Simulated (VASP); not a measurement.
Crystal: Bi.

```
Bi
1.0
     3.48860   -3.13258    0.00000
     3.48860    3.13258    0.00000
    -1.26023    0.00000    3.11355
Bi
2
Cartesian
  4.1738 0.0000 2.6695
  1.5432 0.0000 0.4440
```

```yaml
Program: VASP 6.6.1
Task: relaxation of cell and atoms
Functional: r2SCAN
Dispersion: D3(BJ)
Potentials_or_basis: VASP PAW PBE potentials, release 64 (Bi_d)
Cutoff: 600 eV
k_mesh: 6 × 6 × 9
Occupations: fermi-dirac, width 0.05 eV
Spin: no spin polarisation
```

At the start: pressure -1.9 GPa; volume 34.03 Å³/atom.

**Question.** Where does the relaxation end?

**Answer.** Over 10 steps the energy falls by 9.6 meV/atom and the volume is 32.96 Å³/atom (-3.1 %); space group C2/m (No. 12, to 0.1 Å) before and after.

The path:
```
step  energy change (eV)  largest force (eV/Å)  pressure (GPa)  volume (Å³)
   1              0.0000                0.1445           -1.87        68.05
   2             -0.0119                0.0232            1.33        64.21
   3             -0.0171                0.0676            0.11        65.53
   4             -0.0180                0.0574            0.05        65.64
   5             -0.0182                0.0489            0.00        65.74
   6             -0.0187                0.0376           -0.01        65.79
   7             -0.0192                0.0125           -0.02        65.91
   8             -0.0192                0.0053           -0.02        65.95
   9             -0.0192                0.0063            0.05        65.88
  10             -0.0192                0.0032            0.01        65.92
```

Final structure:
```cif
data_structure
_symmetry_space_group_name_H-M 'P 1'
_symmetry_Int_Tables_number 1
_cell_length_a 4.6213
_cell_length_b 4.6213
_cell_length_c 3.3466
_cell_angle_alpha 106.091
_cell_angle_beta 106.091
_cell_angle_gamma 83.355
_cell_volume 65.92
loop_
_atom_site_label
_atom_site_type_symbol
_atom_site_fract_x
_atom_site_fract_y
_atom_site_fract_z
_atom_site_occupancy
Bi1 Bi 0.75734 0.75734 0.86063 1
Bi2 Bi 0.24266 0.24266 0.13937 1
```

Caveat: the PAW data sets were made with another functional, which shifts forces and pressure a little.
